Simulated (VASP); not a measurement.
Here is a VASP 6.6.1 calculation.

File INCAR:

```
SYSTEM = BaAs2P4
  ALGO = Normal
  EDIFF = 1E-7
  ENCUT = 520
  GGA = PE
  ISIF = 2
  ISMEAR = -1
  LASPH = .TRUE.
  LCHARG = .FALSE.
  LREAL = .FALSE.
  LWAVE = .FALSE.
  NBANDS = 29
  NELM = 100
  PREC = Accurate
  SIGMA = 0.1
```

KPOINTS

```
k-points
0
G
  6 6 6
  0 0 0
```

POSCAR

```
BaAs2P4
1.0
    2.2236993127      3.8515601904      0.0000000000
   -2.2236993127      3.8515601904      0.0000000000
    0.0000000000     -2.5677067936      8.5695210000
P Ba As
4 1 2
Direct
    0.1633160286      0.1633160286      0.4899480857
    0.8366839714      0.8366839714      0.5100519143
    0.4092704677      0.4092704677      0.2278114030
    0.5907295323      0.5907295323      0.7721885970
    0.0000000000      0.0000000000      0.0000000000
    0.2528844212      0.2528844212      0.7586532635
    0.7471155788      0.7471155788      0.2413467365
```

Potentials or basis: VASP PAW PBE potentials, release 64 (P, Ba_sv, As).

The run is started by

```sh
$ cat potpaw_PBE.64/P/POTCAR potpaw_PBE.64/Ba_sv/POTCAR potpaw_PBE.64/As/POTCAR > POTCAR
$ mpirun -np 1 vasp_std > vasp.out
```

(1) Estimate the band gap on the k mesh.

(2) What does it give for the pressure?

(3) Estimate the largest force.

Answers

(1) zero (bands 20 and 21 overlap by 1.19 eV).

(2) 5.1 GPa.

(3) 0.055 eV/Å.

Caveat: the stress differs along the axes, from 2 to 11 GPa; spin-orbit coupling is left out, which moves the levels of the heavy elements.
